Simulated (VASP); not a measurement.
Write the native input for VASP 6.6.1 that does the following.

```yaml
Task: single point
Functional: PBE
Potentials_or_basis: VASP PAW PBE potentials, release 64 (Cu, O)
Cutoff: 520 eV
k_mesh: 8 × 8 × 5
Occupations: methfessel-paxton, width 0.01 eV
Spin: no spin polarisation
Dipole_correction: no
Further_INCAR_settings: ALGO = Normal; EDIFF = 1e-06; NBANDS = 32
```

The structure of CuO2 lies in POSCAR:

```
CuO2
1.0
    1.4126150000     -5.2107470000      0.0000000000
    1.4126150000      5.2107470000      0.0000000000
    0.0000000000      0.0000000000      4.3434240000
Cu O
2 4
Direct
    0.1672530000      0.8327470000      0.7500000000
    0.8327470000      0.1672530000      0.2500000000
    0.7889700000      0.2110300000      0.7500000000
    0.2110300000      0.7889700000      0.2500000000
    0.5514860000      0.4485140000      0.7500000000
    0.4485140000      0.5514860000      0.2500000000
```

One way to write it, as run:

INCAR

```
SYSTEM = CuO2
PREC = Accurate
ENCUT = 520
EDIFF = 1E-6
ISMEAR = 1
SIGMA = 0.01
LREAL = .False.
LASPH = .True.
NELM = 80
ALGO = Normal
ISIF = 2
LWAVE = .False.
LCHARG = .True.
GGA = PE
LELF = .True.
LVHAR = .True.
NBANDS = 32
```

KPOINTS

```
regular mesh
0
Gamma
  8 8 5
  0 0 0
```

Potentials or basis: VASP PAW PBE potentials, release 64 (Cu, O).

Launch:

```bash
$ cat potpaw_PBE.64/Cu/POTCAR potpaw_PBE.64/O/POTCAR > POTCAR
$ mpirun -np 1 vasp_std > vasp.out
```

It gave:

The pressure is -0.9 GPa and the largest force is 0.188 eV/Å. The band gap on the k mesh is zero (band 23 reaches 2.65 eV, above the bottom of band 24 at 2.40 eV).

Caveat: semilocal functionals often make such compounds metallic where correlation or magnetic order opens a gap, which also shifts bond lengths.

Wall time 2.2 min on 1 thread of AMD EPYC 9R45 96-Core Processor (Zen 5) (shared host), peak memory 0.24 GiB.
